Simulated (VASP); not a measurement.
# CdS (P6_3mc) in VASP: notebook, part 2 of 2

VASP 6.6.1. The steps go on from the part before.

## (3) Single point, r2SCAN (strain -0.050 along x and y, -0.025 along z)

File POSCAR:

```
CdS
1.0
    3.9280592432      0.0000000000      0.0000000000
   -1.9640296216      3.4017990922      0.0000000000
    0.0000000000      0.0000000000      6.5802750000
Cd S
2 2
Direct
    0.3333333333      0.6666666667      0.0000000000
    0.6666666667      0.3333333333      0.5000000000
    0.3333333333      0.6666666667      0.3850000000
    0.6666666667      0.3333333333      0.8850000000
```

File INCAR.step1:

```
SYSTEM = CdS
PREC = Accurate
ENCUT = 520
ISMEAR = 0
SIGMA = 0.05
LREAL = .False.
LASPH = .True.
NELM = 60
NBANDS = 26
GGA = PE
ALGO = Normal
EDIFF = 1E-4
LWAVE = .True.
LCHARG = .False.
```

File INCAR.step2:

```
SYSTEM = CdS
PREC = Accurate
ENCUT = 520
EDIFF = 1E-7
ISMEAR = 0
SIGMA = 0.05
LREAL = .False.
LASPH = .True.
NELM = 60
ALGO = Normal
ISIF = 2
LWAVE = .False.
LCHARG = .True.
METAGGA = R2SCAN
LMIXTAU = .True.
LELF = .True.
LVHAR = .True.
NBANDS = 26
ISTART = 1
```

File KPOINTS:

```
regular mesh
0
Gamma
  12 12 4
  0 0 0
```

Potentials or basis: VASP PAW PBE potentials, release 64 (Cd, S).

Launch:

```
cat potpaw_PBE.64/Cd/POTCAR potpaw_PBE.64/S/POTCAR > POTCAR
cp INCAR.step1 INCAR
mpirun -np 1 vasp_std > vasp.out
cp INCAR.step2 INCAR
mpirun -np 1 vasp_std > vasp.out
```

OUTCAR:

```text
SYSTEM = CdS
   PREC = Accurate
   ENCUT = 520
   EDIFF = 1E-7
   ISMEAR = 0
   LREAL = .False.
   LASPH = .True.
   NELM = 60
   ISIF = 2
   METAGGA = R2SCAN
   ISTART = 1

 ion  position               nearest neighbor table
   1  0.333  0.667  0.000-   4 2.39   4 2.39   4 2.39   3 2.53
   2  0.667  0.333  0.500-   3 2.39   3 2.39   3 2.39   4 2.53
   3  0.333  0.667  0.385-   2 2.39   2 2.39   2 2.39   1 2.53
   4  0.667  0.333  0.885-   1 2.39   1 2.39   1 2.39   2 2.53

  LATTYP: Found a hexagonal cell.
 ALAT       =     3.9280592432
 C/A-ratio  =     1.6751974939

  Lattice vectors:

 A1 = (   3.9280592432,   0.0000000000,   0.0000000000)
 A2 = (  -1.9640296216,   3.4017990922,   0.0000000000)
 A3 = (   0.0000000000,   0.0000000000,   6.5802750000)

Analysis of symmetry for initial positions (statically):
=====================================================================
 Subroutine PRICEL returns:
 Original cell was already a primitive cell.

 Routine SETGRP: Setting up the symmetry group for a
 hexagonal supercell.

 Subroutine GETGRP returns: Found 12 space group operations
 (whereof  6 operations were pure point group operations)
 out of a pool of 24 trial point group operations.

The static configuration has the point symmetry C_3v.
 The point group associated with its full space group is C_6v.

Analysis of symmetry for dynamics (positions and initial velocities):
=====================================================================
 Subroutine PRICEL returns:
 Original cell was already a primitive cell.

 Routine SETGRP: Setting up the symmetry group for a
 hexagonal supercell.

 Subroutine GETGRP returns: Found 12 space group operations
 (whereof  6 operations were pure point group operations)
 out of a pool of 24 trial point group operations.

The dynamic configuration has the point symmetry C_3v.
 The point group associated with its full space group is C_6v.

 Subroutine INISYM returns: Found 12 space group operations
 (whereof  6 operations are pure point group operations),
[... 120 lines left out ...]
     AMIX_MAG =   1.60;   BMIX_MAG =  1.00
  volume/ion in A,a.u.               =      21.98       148.34
  Fermi-wavevector in a.u.,A,eV,Ry     =   1.215623  2.297194 20.105849  1.477738
  Thomas-Fermi vector in A             =   2.351003
   LORBIT       =      0    0 simple, 1 ext, 2 COOP (PROOUT), +10 PAW based schemes
   METAGGA = R2SCAN    functional components
   LHFCALC =     F    Hartree Fock is set to
   AEXX    =    0.0000 exact exchange contribution
   IVDW    =     0    specifies the selected vdW correction
   LEPSILON=     F    determine dielectric tensor
   LRPA    =     F    only Hartree local field effects (RPA)
 non-spin polarized calculation
 Gauss-broadening in eV      SIGMA  =   0.05
  energy-cutoff  :      520.00
  volume of cell :       87.93
 maximum number of plane-waves:      2395
 NGX is ok and might be reduce to    30
   NGX = 15   NGY = 15   NGZ = 25

 number of electron      35.9999991 magnetization

 Free energy of the ion-electron system (eV)
  ---------------------------------------------------
  ext. energy  EPLUGINS =         0.00000000
  ---------------------------------------------------
  free energy    TOTEN  =       -58.80160073 eV

  energy without entropy =      -58.80160073  energy(sigma->0) =      -58.80160073

 E-fermi :   2.4852     XC(G=0): -10.3434

 val. band max:        2.2403102307   @ k =   0.0000   0.0000   0.0000
 cond. band min:       4.1588640553   @ k =   0.0000   0.0000   0.0000
 fundamental gap:      1.9185538246
 Fermi energy:         2.4851704435

 k-point     1 :       0.0000    0.0000    0.0000
  band No.  band energies     occupation
      1     -11.5722      2.00000
      2     -11.0622      2.00000
      3      -6.3679      2.00000
      4      -6.3679      2.00000
      5      -6.2759      2.00000
      6      -6.2758      2.00000
[... 685 lines left out ...]
     25      10.7858      0.00000
     26      12.2955      0.00000

 [... further k-points ...]

------------------------ aborting loop because EDIFF is reached ----------------------------------------

  FORCE on cell =-STRESS in cart. coord.  units (eV):
  Direction    XX          YY          ZZ          XY          YZ          ZX
  --------------------------------------------------------------------------------------
  -------------------------------------------------------------------------------------
  Total        8.8356160      8.8356160      4.0105068      0.0000000      0.0000000      0.0000000
  in kB      160.9965914    160.9965914     73.0767303      0.0000000      0.0000000      0.0000000
  external PRESSURE =     131.6899710 kB  Pullay stress =       0.0000000 kB

 VOLUME and BASIS-vectors are now :
 -----------------------------------------------------------------------------
  energy-cutoff  :      520.00
  volume of cell :       87.93
      direct lattice vectors                 reciprocal lattice vectors
     3.928059243  0.000000000  0.000000000     0.254578645  0.146981049  0.000000000
    -1.964029622  3.401799092  0.000000000     0.000000000  0.293962099  0.000000000
     0.000000000  0.000000000  6.580275000     0.000000000  0.000000000  0.151969333

 POSITION                                       TOTAL-FORCE (eV/Angst)
 -----------------------------------------------------------------------------------
     -0.00000      2.26787      0.00000        -0.000000     -0.000000      0.736782
      1.96403      1.13393      3.29014        -0.000000     -0.000000      0.736782
     -0.00000      2.26787      2.53341         0.000000     -0.000000     -0.736782
      1.96403      1.13393      5.82354         0.000000      0.000000     -0.736782
 -----------------------------------------------------------------------------------
    total drift:                               -0.000000      0.000000      0.005060

  FREE ENERGIE OF THE ION-ELECTRON SYSTEM (eV)
  ---------------------------------------------------
  free  energy   TOTEN  =       -58.8016007306 eV

  energy  without entropy=      -58.8016007306  energy(sigma->0) =      -58.80160073
```

OSZICAR.step1:

```text
N       E                     dE             d eps       ncg     rms          rms(c)
DAV:   1     0.257227833889E+03    0.25723E+03   -0.18003E+04  2972   0.130E+03
DAV:   2     0.817773697939E+00   -0.25641E+03   -0.24766E+03  3170   0.329E+02
DAV:   3    -0.125478364535E+02   -0.13366E+02   -0.13284E+02  3618   0.765E+01
DAV:   4    -0.126807514828E+02   -0.13292E+00   -0.13280E+00  3314   0.730E+00
DAV:   5    -0.126826943020E+02   -0.19428E-02   -0.19427E-02  3560   0.885E-01    0.154E+01
DAV:   6    -0.116220320509E+02    0.10607E+01   -0.18252E+00  3964   0.158E+01    0.115E+01
DAV:   7    -0.116095818621E+02    0.12450E-01   -0.11047E+00  3086   0.577E+00    0.367E+00
DAV:   8    -0.115895787338E+02    0.20003E-01   -0.17585E-01  3252   0.434E+00    0.873E-01
DAV:   9    -0.115894553016E+02    0.12343E-03   -0.23770E-02  3190   0.204E+00    0.273E-01
DAV:  10    -0.115892797280E+02    0.17557E-03   -0.21948E-03  3322   0.617E-01    0.107E-01
DAV:  11    -0.115893672478E+02   -0.87520E-04   -0.32107E-04  3108   0.115E-01
   1 F= -.11589367E+02 E0= -.11589367E+02  d E =-.114021E-11
```

Wall time 7.7 min (1 thread of Intel Xeon Platinum 8488C (Sapphire Rapids), shared host); peak memory 0.28 GiB.

What came out:

- Free energy: -58.8016 eV
- Pressure: 13.2 GPa
- Largest force: 0.737 eV/Å
- Band gap on the k mesh: 1.92 eV

Forces in eV/Å, atoms in the order of the input:
```
Cd   0.000  0.000  0.737
Cd   0.000  0.000  0.737
S    0.000  0.000 -0.737
S    0.000  0.000 -0.737
```

Stress tensor (GPa, compression positive):
```
16.10  0.00  0.00
 0.00 16.10  0.00
 0.00  0.00  7.31
```

Caveat: the cell differs from its parent crystal (strain -0.050 along x and y, -0.025 along z); the cell stands under pressure; the PAW data sets were made with another functional, which shifts forces and pressure a little. A k mesh can miss the band edges.

## (4) Single point, r2SCAN (strain -0.050 along x and y, +0.000 along z)

POSCAR: that of step 3 with these lines changed.

```diff
@@ -4,3 +4,3 @@
    -1.9640296216      3.4017990922      0.0000000000
-    0.0000000000      0.0000000000      6.5802750000
+    0.0000000000      0.0000000000      6.7490000000
 Cd S
```

File INCAR.step1:

```
SYSTEM = CdS
PREC     = Accurate       ! precision mode
ENCUT    = 520            ! plane-wave cutoff, eV
ISMEAR   = 0              ! smearing method
SIGMA    = 0.05           ! smearing width, eV
LREAL    = .False.        ! projectors in reciprocal space
LASPH    = .True.         ! aspherical terms in the spheres
NELM     = 60             ! most SCF steps
NBANDS   = 26             ! bands
GGA      = PE             ! functional
ALGO     = Normal         ! electronic algorithm
EDIFF    = 1E-4           ! SCF threshold, eV
LWAVE    = .True.         ! write WAVECAR
LCHARG   = .False.        ! write CHGCAR
```

File INCAR.step2:

```
SYSTEM = CdS
PREC     = Accurate       ! precision mode
ENCUT    = 520            ! plane-wave cutoff, eV
EDIFF    = 1E-7           ! SCF threshold, eV
ISMEAR   = 0              ! smearing method
SIGMA    = 0.05           ! smearing width, eV
LREAL    = .False.        ! projectors in reciprocal space
LASPH    = .True.         ! aspherical terms in the spheres
NELM     = 60             ! most SCF steps
ALGO     = Normal         ! electronic algorithm
ISIF     = 2              ! what is computed and relaxed
LWAVE    = .False.        ! write WAVECAR
LCHARG   = .False.        ! write CHGCAR
METAGGA  = R2SCAN         ! meta-GGA
LMIXTAU  = .True.       
NBANDS   = 26             ! bands
ISTART   = 1
```

File KPOINTS:

```
Automatic mesh
0
Gamma
  12 12 4
  0 0 0
```

Potentials or basis: VASP PAW PBE potentials, release 64 (Cd, S).

Launch:

```
cat potpaw_PBE.64/Cd/POTCAR potpaw_PBE.64/S/POTCAR > POTCAR
cp INCAR.step1 INCAR
mpirun -np 1 vasp_std > vasp.out
cp INCAR.step2 INCAR
mpirun -np 1 vasp_std > vasp.out
```

OUTCAR:

```text
SYSTEM = CdS
   PREC = Accurate
   ENCUT = 520
   EDIFF = 1E-7
   ISMEAR = 0
   LREAL = .False.
   LASPH = .True.
   NELM = 60
   ISIF = 2
   METAGGA = R2SCAN
   ISTART = 1

 ion  position               nearest neighbor table
   1  0.333  0.667  0.000-   4 2.40   4 2.40   4 2.40   3 2.60
   2  0.667  0.333  0.500-   3 2.40   3 2.40   3 2.40   4 2.60
   3  0.333  0.667  0.385-   2 2.40   2 2.40   2 2.40   1 2.60
   4  0.667  0.333  0.885-   1 2.40   1 2.40   1 2.40   2 2.60

  LATTYP: Found a hexagonal cell.
 ALAT       =     3.9280592432
 C/A-ratio  =     1.7181512758

  Lattice vectors:

 A1 = (   3.9280592432,   0.0000000000,   0.0000000000)
 A2 = (  -1.9640296216,   3.4017990922,   0.0000000000)
 A3 = (   0.0000000000,   0.0000000000,   6.7490000000)

Analysis of symmetry for initial positions (statically):
=====================================================================
 Subroutine PRICEL returns:
 Original cell was already a primitive cell.

 Routine SETGRP: Setting up the symmetry group for a
 hexagonal supercell.

 Subroutine GETGRP returns: Found 12 space group operations
 (whereof  6 operations were pure point group operations)
 out of a pool of 24 trial point group operations.

The static configuration has the point symmetry C_3v.
 The point group associated with its full space group is C_6v.

Analysis of symmetry for dynamics (positions and initial velocities):
=====================================================================
 Subroutine PRICEL returns:
 Original cell was already a primitive cell.

 Routine SETGRP: Setting up the symmetry group for a
 hexagonal supercell.

 Subroutine GETGRP returns: Found 12 space group operations
 (whereof  6 operations were pure point group operations)
 out of a pool of 24 trial point group operations.

The dynamic configuration has the point symmetry C_3v.
 The point group associated with its full space group is C_6v.

 Subroutine INISYM returns: Found 12 space group operations
 (whereof  6 operations are pure point group operations),
[... 120 lines left out ...]
     AMIX_MAG =   1.60;   BMIX_MAG =  1.00
  volume/ion in A,a.u.               =      22.55       152.15
  Fermi-wavevector in a.u.,A,eV,Ry     =   1.205407  2.277888 19.769340  1.453005
  Thomas-Fermi vector in A             =   2.341104
   LORBIT       =      0    0 simple, 1 ext, 2 COOP (PROOUT), +10 PAW based schemes
   METAGGA = R2SCAN    functional components
   LHFCALC =     F    Hartree Fock is set to
   AEXX    =    0.0000 exact exchange contribution
   IVDW    =     0    specifies the selected vdW correction
   LEPSILON=     F    determine dielectric tensor
   LRPA    =     F    only Hartree local field effects (RPA)
 non-spin polarized calculation
 Gauss-broadening in eV      SIGMA  =   0.05
  energy-cutoff  :      520.00
  volume of cell :       90.18
 maximum number of plane-waves:      2449
 NGX is ok and might be reduce to    30
   NGX = 15   NGY = 15   NGZ = 25

 number of electron      35.9999980 magnetization

 Free energy of the ion-electron system (eV)
  ---------------------------------------------------
  ext. energy  EPLUGINS =         0.00000000
  ---------------------------------------------------
  free energy    TOTEN  =       -58.87613037 eV

  energy without entropy =      -58.87613037  energy(sigma->0) =      -58.87613037

 E-fermi :   2.2624     XC(G=0): -10.2095

 val. band max:        2.0228181004   @ k =   0.0000   0.0000   0.0000
 cond. band min:       3.8274530670   @ k =   0.0000   0.0000   0.0000
 fundamental gap:      1.8046349666
 Fermi energy:         2.2624077774

 k-point     1 :       0.0000    0.0000    0.0000
  band No.  band energies     occupation
      1     -11.6488      2.00000
      2     -11.1945      2.00000
      3      -6.5201      2.00000
      4      -6.5201      2.00000
      5      -6.4413      2.00000
      6      -6.4413      2.00000
[... 685 lines left out ...]
     25      10.4318      0.00000
     26      12.0683      0.00000

 [... further k-points ...]

------------------------ aborting loop because EDIFF is reached ----------------------------------------

  FORCE on cell =-STRESS in cart. coord.  units (eV):
  Direction    XX          YY          ZZ          XY          YZ          ZX
  --------------------------------------------------------------------------------------
  -------------------------------------------------------------------------------------
  Total        8.2785339      8.2785339      1.9181898      0.0000000      0.0000000      0.0000000
  in kB      147.0746738    147.0746738     34.0781519      0.0000000      0.0000000      0.0000000
  external PRESSURE =     109.4091665 kB  Pullay stress =       0.0000000 kB

 VOLUME and BASIS-vectors are now :
 -----------------------------------------------------------------------------
  energy-cutoff  :      520.00
  volume of cell :       90.18
      direct lattice vectors                 reciprocal lattice vectors
     3.928059243  0.000000000  0.000000000     0.254578645  0.146981049  0.000000000
    -1.964029622  3.401799092  0.000000000     0.000000000  0.293962099  0.000000000
     0.000000000  0.000000000  6.749000000     0.000000000  0.000000000  0.148170099

 POSITION                                       TOTAL-FORCE (eV/Angst)
 -----------------------------------------------------------------------------------
     -0.00000      2.26787      0.00000         0.000000      0.000000      0.904881
      1.96403      1.13393      3.37450        -0.000000     -0.000000      0.904881
     -0.00000      2.26787      2.59836         0.000000      0.000000     -0.904881
      1.96403      1.13393      5.97286         0.000000     -0.000000     -0.904881
 -----------------------------------------------------------------------------------
    total drift:                               -0.000000      0.000000      0.006087

  FREE ENERGIE OF THE ION-ELECTRON SYSTEM (eV)
  ---------------------------------------------------
  free  energy   TOTEN  =       -58.8761303706 eV

  energy  without entropy=      -58.8761303706  energy(sigma->0) =      -58.87613037
```

OUTCAR.step1:

```text
SYSTEM = CdS
   PREC = Accurate
   ENCUT = 520
   ISMEAR = 0
   LREAL = .False.
   LASPH = .True.
   NELM = 60
[... 927 lines left out ...]
      1.96403      1.13393      3.37450        -0.000000      0.000000      0.892714
     -0.00000      2.26787      2.59836         0.000000     -0.000000     -0.892714
      1.96403      1.13393      5.97286        -0.000000      0.000000     -0.892714
 -----------------------------------------------------------------------------------
    total drift:                               -0.000000      0.000000     -0.000092

  FREE ENERGIE OF THE ION-ELECTRON SYSTEM (eV)
  ---------------------------------------------------
  free  energy   TOTEN  =       -11.6842355021 eV

  energy  without entropy=      -11.6842355021  energy(sigma->0) =      -11.68423550
```

OSZICAR.step1:

```text
N       E                     dE             d eps       ncg     rms          rms(c)
DAV:   1     0.257355900987E+03    0.25736E+03   -0.17904E+04  2964   0.130E+03
DAV:   2     0.942303967875E+00   -0.25641E+03   -0.24761E+03  3202   0.328E+02
DAV:   3    -0.126502978541E+02   -0.13593E+02   -0.13517E+02  3630   0.768E+01
DAV:   4    -0.127826238084E+02   -0.13233E+00   -0.13220E+00  3308   0.730E+00
DAV:   5    -0.127845848698E+02   -0.19611E-02   -0.19610E-02  3538   0.890E-01    0.147E+01
DAV:   6    -0.117148693685E+02    0.10697E+01   -0.18509E+00  3948   0.156E+01    0.110E+01
DAV:   7    -0.117021208981E+02    0.12748E-01   -0.10617E+00  3108   0.562E+00    0.370E+00
DAV:   8    -0.116845233972E+02    0.17598E-01   -0.16508E-01  3226   0.415E+00    0.823E-01
DAV:   9    -0.116842628606E+02    0.26054E-03   -0.22543E-02  3160   0.198E+00    0.249E-01
DAV:  10    -0.116841083927E+02    0.15447E-03   -0.19810E-03  3330   0.575E-01    0.102E-01
DAV:  11    -0.116842095860E+02   -0.10119E-03   -0.32346E-04  3088   0.115E-01    0.329E-02
DAV:  12    -0.116842355021E+02   -0.25916E-04   -0.11347E-04  2002   0.113E-01
   1 F= -.11684236E+02 E0= -.11684236E+02  d E =-.312989E-12
```

Wall time 6.5 min (1 thread of Intel Xeon Platinum 8488C (Sapphire Rapids), shared host); peak memory 0.28 GiB.

Results:

| Quantity | Value |
| --- | --- |
| Free energy | -58.8761 eV |
| Pressure | 10.9 GPa |
| Largest force | 0.905 eV/Å |
| Band gap on the k mesh | 1.80 eV |

Forces in eV/Å, atoms in the order of the input:
```
Cd   0.000  0.000  0.905
Cd   0.000  0.000  0.905
S    0.000  0.000 -0.905
S    0.000  0.000 -0.905
```

Levels at points of the mesh, in eV from the valence-band top:
```
           k point  band 15  band 16  band 17  band 18  band 19  band 20  band 21  band 22
(0.00, 0.00, 0.00)    -0.73    -0.31     0.00     0.00     1.80     3.54     6.68     7.10
(0.50, 0.00, 0.00)    -3.13    -2.22    -1.61    -1.14     4.21     4.34     5.11     6.80
(0.00, 0.00, 0.50)    -0.38    -0.38    -0.38    -0.38     3.54     3.54     6.40     6.40
(0.50, 0.00, 0.50)    -1.79    -1.79    -1.71    -1.71     3.75     3.75     5.62     5.62
```

Caveat: the cell differs from its parent crystal (strain -0.050 along x and y, +0.000 along z); the cell stands under pressure; the PAW data sets were made with another functional, which shifts forces and pressure a little. A k mesh can miss the band edges.

## (5) Overview

| cell | gap on the mesh (eV) | pressure (GPa) | largest force (eV/Å) |
| --- | --- | --- | --- |
| a = 3.928, b = 3.928, c = 6.412 Å, angles 90.0, 90.0, 120.0°, 4 atoms | 2.03 | 15.9 | 0.47 |
| a = 3.928, b = 3.928, c = 6.580 Å, angles 90.0, 90.0, 120.0°, 4 atoms | 1.92 | 13.2 | 0.74 |
| a = 3.928, b = 3.928, c = 6.749 Å, angles 90.0, 90.0, 120.0°, 4 atoms | 1.80 | 10.9 | 0.90 |

Alike in all rows: task single point; level r2SCAN; potentials or basis VASP PAW PBE potentials, release 64 (Cd, S); no spin polarisation; k mesh 12 × 12 × 4; cutoff (eV) 520; smearing gaussian 0.05 eV.

Caveats: the cell stands under pressure; the PAW data sets were made with another functional, which shifts forces and pressure a little.

Total energies depend on the potentials used, so only differences within one code and one set of settings carry meaning.
